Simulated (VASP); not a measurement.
Li, 1 atom in the cell. The structure is cubic, space group Fm-3m (No. 225). The conventional cell has a = 4.462 Å, b = 4.462 Å, c = 4.462 Å, α = 90.00°, β = 90.00°, γ = 90.00°. Within 4.2 Å of Li (site symmetry m-3m) lie 12 Li at 3.16 Å. This isn't the form of Li at room conditions, which is bcc.

| Quantity | Value |
| --- | --- |
| Program | VASP 6.6.1 |
| Task | electric field gradients |
| Functional | PBEsol |
| Potentials or basis | VASP PAW PBE potentials, release 64 (Li_sv) |
| Cutoff | 650 eV |
| k mesh | 13 × 13 × 13 |
| Occupations | fermi-dirac, width 0.08 eV |
| Spin | no spin polarisation |
| Dipole correction | no |
| Further INCAR settings | ALGO = Normal; EDIFF = 1e-08; NBANDS = 8 |

Potentials or basis: VASP PAW PBE potentials, release 64 (Li_sv).

Run with:

```console
$ cat potpaw_PBE.64/Li_sv/POTCAR > POTCAR
$ mpirun -np 1 vasp_std > vasp.out
```

Hardware: 1 thread of AMD EPYC 9R45 96-Core Processor (Zen 5) (shared host).

Estimate the wall time of this run.

It took 8.2 s on 1 thread of AMD EPYC 9R45 96-Core Processor (Zen 5), with other jobs on the host, peak memory 0.12 GiB. Counts: scf iterations 13, k points 84.
